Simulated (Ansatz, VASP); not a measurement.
## One calculation of Rh, two programs

```
Rh
1.0
     0.00000    1.90081    1.90081
     1.90081    0.00000    1.90081
     1.90081    1.90081    0.00000
Rh
1
Direct
  0.00000 0.00000 0.00000
```

Alike in both runs: task single point; functional r2SCAN; k mesh 14 × 14 × 14; occupations fermi-dirac, width 0.1 eV; no spin polarisation.

|  | VASP | Ansatz |
| --- | --- | --- |
| version | VASP 6.6.1 | Ansatz 0.2.0 |
| potentials or method | VASP PAW PBE potentials, release 64 (Rh_sv_GW), cutoff 680 eV | plane waves (500 eV) with PAW, scalar-relativistic |
| valence electrons in the cell | 17 | 17 |

Ansatz gave:

```
pressure (GPa) : 0.0
```

Problem. What did VASP give for the same quantities?

Solution. Pressure (GPa): 0.1.

VASP's potentials were made for PBE, not for r2SCAN. The functional is the same, so the differences come from potentials, cutoffs and numerics.
